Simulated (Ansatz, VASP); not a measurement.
One calculation of B4MoRu, two programs

```
B Mo Ru
1.0
     4.05279   -3.95519    0.00000
     4.05279    3.95519    0.00000
     0.00000    0.00000    2.49365
B Mo Ru
4 1 1
Direct
  0.76491 0.76491 0.00000
  0.71876 0.28124 0.50000
  0.23509 0.23509 0.00000
  0.28124 0.71876 0.50000
  0.00000 0.00000 0.50000
  0.50000 0.50000 0.00000
```

Change from the starting cell: species swapped into the CrIrO4 type (Cmmm, No. 65).

Alike in both runs: functional PBE; k mesh 4 × 4 × 6; occupations gaussian, width 0.1 eV; no spin polarisation.

Ansatz relaxed the structure, and its values are those at the end. VASP's run is a single point on that final structure, the one shown.

|  | VASP | Ansatz |
| --- | --- | --- |
| version | VASP 6.6.1 | Ansatz 0.2.0 |
| potentials or method | VASP PAW PBE potentials, release 64 (B, Mo_sv, Ru_pv), cutoff 520 eV | scalar-relativistic, plane waves, PAW |
| valence electrons in the cell | 40 | 42 |

```tsv
	VASP	Ansatz	Ansatz less VASP
gap on the k mesh at the Fermi level (eV)	none	none	-
pressure (GPa)	0.0	-0.1	-0.09
rms of the force components (eV/Å)	0.010	0.006	-0.0046
```

A gap of «none» marks a metal or a gap that the smearing closes. VASP's potentials hold 40 valence electrons a cell and Ansatz's 42, so a difference there can come from the potentials and not from the codes.

The k mesh is coarse, so the values compare programs but aren't converged.
